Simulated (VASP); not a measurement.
SiNi3, 4 atoms in the cell. Symmetry: Pm-3m, No. 221, cubic system. Conventional cell: a = 3.542 Å, b = 3.542 Å, c = 3.542 Å, α = 90.00°, β = 90.00°, γ = 90.00°. Ni (site symmetry 4/mmm) has 8 Ni at 2.50 Å and 4 Si at 2.50 Å within 3.3 Å. Si (site symmetry m-3m) has 12 Ni at 2.50 Å within 3.3 Å. 

```yaml
Program: VASP 6.6.1
Task: single point
Functional: PBE
Potentials_or_basis: VASP PAW PBE potentials, release 64 (Ni, Si)
Cutoff: 520 eV
k_mesh: 6 × 6 × 6
Occupations: fermi-dirac, width 0.05 eV
Spin: collinear spin, ferromagnetic start
Starting_moments: "[1.0, 1.0, 1.0, 0.0] μB"
Fixed_moment: 3 μB
Dipole_correction: no
Further_INCAR_settings: ALGO = Normal; EDIFF = 1e-06; NBANDS = 29
```

Potentials or basis: VASP PAW PBE potentials, release 64 (Ni, Si).

Command:

```console
$ cat potpaw_PBE.64/Ni/POTCAR potpaw_PBE.64/Si/POTCAR > POTCAR
$ mpirun -np 1 vasp_std > vasp.out
```

Hardware: 1 thread of Intel(R) Xeon(R) Platinum 8488C (Sapphire Rapids) (shared host).

How long does it take, and how much memory?

Wall time 40 s on 1 thread of Intel(R) Xeon(R) Platinum 8488C (Sapphire Rapids), with other jobs on the host, peak memory 0.19 GiB. Counts: scf iterations 16, k points 20.
